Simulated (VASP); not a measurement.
# WS2 (P-6m2) in VASP: further runs, part 2 of 2

VASP 6.6.1. Earlier steps stand in the parts before.

**4. Single point, r2SCAN**

This run uses another cell than the first one.

Contents of POSCAR:

```
WS2
1.0
    3.1814541715      0.0000000000      0.0000000000
   -1.5907270858      2.7552201335      0.0000000000
    0.0000000000      0.0000000000     28.6961977003
W S
3 6
Direct
    0.6666666667      0.3333333333      0.6597159258
    0.3333333333      0.6666666667      0.8874820222
    0.3333333333      0.6666666667      0.4319799844
    0.6666666667      0.3333333333      0.9418083297
    0.6666666667      0.3333333333      0.4863292567
    0.3333333333      0.6666666667      0.7140622939
    0.6666666667      0.3333333333      0.8331337803
    0.6666666667      0.3333333333      0.3776529989
    0.3333333333      0.6666666667      0.6053693980
```

Contents of INCAR.step1:

```
PREC     = Accurate       # precision mode
ENCUT    = 520            # plane-wave cutoff, eV
ISMEAR   = 0              # smearing method
SIGMA    = 0.02           # smearing width, eV
LREAL    = F              # projectors in reciprocal space
LASPH    = T              # aspherical terms in the spheres
NELM     = 100            # most SCF steps
NBANDS   = 49             # bands
GGA      = PE             # functional
ALGO     = Normal         # electronic algorithm
EDIFF    = 1E-4           # SCF threshold, eV
LWAVE    = T              # write WAVECAR
LCHARG   = F              # write CHGCAR
```

Contents of INCAR.step2:

```
PREC     = Accurate       # precision mode
ENCUT    = 520            # plane-wave cutoff, eV
EDIFF    = 1E-6           # SCF threshold, eV
ISMEAR   = 0              # smearing method
SIGMA    = 0.02           # smearing width, eV
LREAL    = F              # projectors in reciprocal space
LASPH    = T              # aspherical terms in the spheres
NELM     = 100            # most SCF steps
ALGO     = Normal         # electronic algorithm
ISIF     = 2              # what is computed and relaxed
LWAVE    = F              # write WAVECAR
LCHARG   = F              # write CHGCAR
METAGGA  = R2SCAN         # meta-GGA
LMIXTAU  = T            
NBANDS   = 49             # bands
ISTART   = 1
```

Contents of KPOINTS:

```
regular mesh
0
Gamma
  12 12 1
```

On the command line:

```bash
> cat potpaw_PBE.64/W_sv/POTCAR potpaw_PBE.64/S/POTCAR > POTCAR
> cp INCAR.step1 INCAR
> mpirun -np 1 vasp_std > vasp.out
> cp INCAR.step2 INCAR
> mpirun -np 1 vasp_std > vasp.out
```

Wall time 44 min (1 thread of Oxide Virtual Turin-like, shared host); peak memory 0.44 GiB.

The run converged. Its results:

```
Free energy            : -210.2055 eV
Largest force          : 0.022 eV/Å
Band gap on the k mesh : 1.50 eV (least direct gap 1.89 eV)
```

Forces on the atoms (eV/Å):
```
W    0.000  0.000  0.000
W    0.000  0.000  0.001
W    0.000  0.000 -0.001
S    0.000  0.000  0.022
S    0.000  0.000  0.021
S    0.000  0.000  0.022
S    0.000  0.000 -0.022
S    0.000  0.000 -0.021
S    0.000  0.000 -0.022
```

Levels at points of the mesh, in eV from the valence-band top:
| k point | band 37 | band 38 | band 39 | band 40 | band 41 | band 42 |
| --- | --- | --- | --- | --- | --- | --- |
| (0.00, 0.00, 0.00) | -0.65 | -0.29 | 0.00 | 2.66 | 2.66 | 2.66 |
| (0.50, 0.00, 0.00) | -1.44 | -1.40 | -1.37 | 2.58 | 2.59 | 2.60 |

Caveat: the PAW data sets were made with another functional, which shifts forces and pressure a little; spin-orbit coupling is left out, which moves the levels of the heavy elements.

**5. Single point, r2SCAN**

This run uses another cell than the first one.

Contents of POSCAR:

```
WS2
1.0
    3.1814541715      0.0000000000      0.0000000000
   -1.5907270857      2.7552201335      0.0000000000
    0.0000000000      0.0000000000     28.6961977003
W S
3 6
Direct
    0.6666666667      0.3333333333      0.5000000000
    0.3333333333      0.6666666667      0.7277660964
    0.3333333333      0.6666666667      0.2722339036
    0.6666666667      0.3333333333      0.7820924039
    0.6666666667      0.3333333333      0.3266133309
    0.3333333333      0.6666666667      0.5543463681
    0.6666666667      0.3333333333      0.6733866691
    0.6666666667      0.3333333333      0.2179075961
    0.3333333333      0.6666666667      0.4456536319
```

Contents of INCAR.step1:

```
SYSTEM = WS2
PREC = Accurate ; ENCUT = 520
ISMEAR = 0 ; SIGMA = 0.02
LREAL = .FALSE. ; LASPH = .TRUE.
NELM = 60 ; NBANDS = 49
GGA = PE ; ALGO = Normal
EDIFF = 1E-4 ; LWAVE = .TRUE.
LCHARG = .FALSE.
```

Contents of INCAR.step2:

```
SYSTEM = WS2
PREC = Accurate ; ENCUT = 520
EDIFF = 1E-6 ; ISMEAR = 0
SIGMA = 0.02 ; LREAL = .FALSE.
LASPH = .TRUE. ; NELM = 60
ALGO = Normal ; ISIF = 2
LWAVE = .FALSE. ; LCHARG = .FALSE.
METAGGA = R2SCAN ; LMIXTAU = .TRUE.
NBANDS = 49 ; ISTART = 1
```

Contents of KPOINTS:

```
Automatic mesh
0
G
  12 12 1
  0 0 0
```

On the command line:

```bash
> cat potpaw_PBE.64/W_sv/POTCAR potpaw_PBE.64/S/POTCAR > POTCAR
> cp INCAR.step1 INCAR
> mpirun -np 1 vasp_std > vasp.out
> cp INCAR.step2 INCAR
> mpirun -np 1 vasp_std > vasp.out
```

Wall time 43 min (1 thread of Oxide Virtual Turin-like, shared host); peak memory 0.45 GiB.

It converged, with:

```yaml
Free_energy: -210.2055 eV
Largest_force: 0.022 eV/Å
Band_gap_on_the_k_mesh: 1.50 eV (least direct gap 1.89 eV)
```

Forces in eV/Å, atoms in the order of the input:
```
W    0.000  0.000  0.000
W    0.000  0.000 -0.014
W    0.000  0.000  0.014
S    0.000  0.000  0.020
S    0.000  0.000  0.005
S    0.000  0.000  0.022
S    0.000  0.000 -0.005
S    0.000  0.000 -0.020
S    0.000  0.000 -0.022
```

Levels at points of the mesh, in eV from the valence-band top:
| k point | band 36 | band 37 | band 38 | band 39 | band 40 | band 41 | band 42 | band 43 |
| --- | --- | --- | --- | --- | --- | --- | --- | --- |
| (0.00, 0.00, 0.00) | -2.08 | -0.65 | -0.29 | 0.00 | 2.66 | 2.66 | 2.66 | 2.66 |
| (0.50, 0.00, 0.00) | -1.81 | -1.43 | -1.40 | -1.37 | 2.58 | 2.59 | 2.60 | 3.00 |

Caveat: the PAW data sets were made with another functional, which shifts forces and pressure a little; spin-orbit coupling is left out, which moves the levels of the heavy elements.

**6. The runs side by side**

```csv
cell,k mesh,gap on the mesh (eV),pressure (GPa),largest force (eV/Å)
"a = 3.005, b = 3.005, c = 16.920 Å, angles 90.0, 90.0, 120.0°, 9 atoms, atomic positions A",12 × 12 × 2,0.24,30.4,0.03
"a = 3.079, b = 3.079, c = 17.550 Å, angles 90.0, 90.0, 120.0°, 9 atoms, atomic positions B",12 × 12 × 2,0.65,15.3,0.03
"a = 3.181, b = 3.181, c = 28.696 Å, angles 90.0, 90.0, 120.0°, 9 atoms, atomic positions C",12 × 12 × 1,1.50,-,0.02
```

Alike in all rows: task single point; level r2SCAN; potentials or basis VASP PAW PBE potentials, release 64 (W_sv, S); no spin polarisation; cutoff (eV) 520; smearing gaussian 0.02 eV.

Caveats: the PAW data sets were made with another functional, which shifts forces and pressure a little; spin-orbit coupling is left out, which moves the levels of the heavy elements; the cell stands under pressure (at least some runs).

Total energies depend on the potentials used, so only differences within one code and one set of settings carry meaning.
